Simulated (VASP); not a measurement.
Here is a VASP 6.6.1 calculation.

INCAR

```
SYSTEM = C
PREC = Accurate
ENCUT = 520
EDIFF = 1E-6
ISMEAR = 0
SIGMA = 0.01
LREAL = .False.
LASPH = .True.
NELM = 100
ALGO = Normal
ISIF = 2
LWAVE = .False.
LCHARG = .False.
GGA = PS
NBANDS = 11
```

The input KPOINTS:

```
regular mesh
0
Gamma
  10 10 10
  0 0 0
```

Contents of POSCAR:

```
C
1.0
    0.0000000000      1.8520276413      1.8520276413
    1.8520276413      0.0000000000      1.8520276413
    1.8520276413      1.8520276413      0.0000000000
C
2
Direct
    0.0000000000      0.0000000000      0.0000000000
    0.2500000000      0.2500000000      0.2500000000
```

Potentials or basis: VASP PAW PBE potentials, release 64 (C).

The run is started by

```console
$ cat potpaw_PBE.64/C/POTCAR > POTCAR
$ mpirun -np 1 vasp_std > vasp.out
```

Q: Estimate the band gap on the k mesh.

A: 3.80 eV, indirect (least direct gap 5.23 eV).

Q: Estimate the pressure.

A: -43.8 GPa.

Caveat: the PAW data sets were made with another functional, which shifts forces and pressure a little. As with any semilocal functional, this PBEsol gap is likely too small.
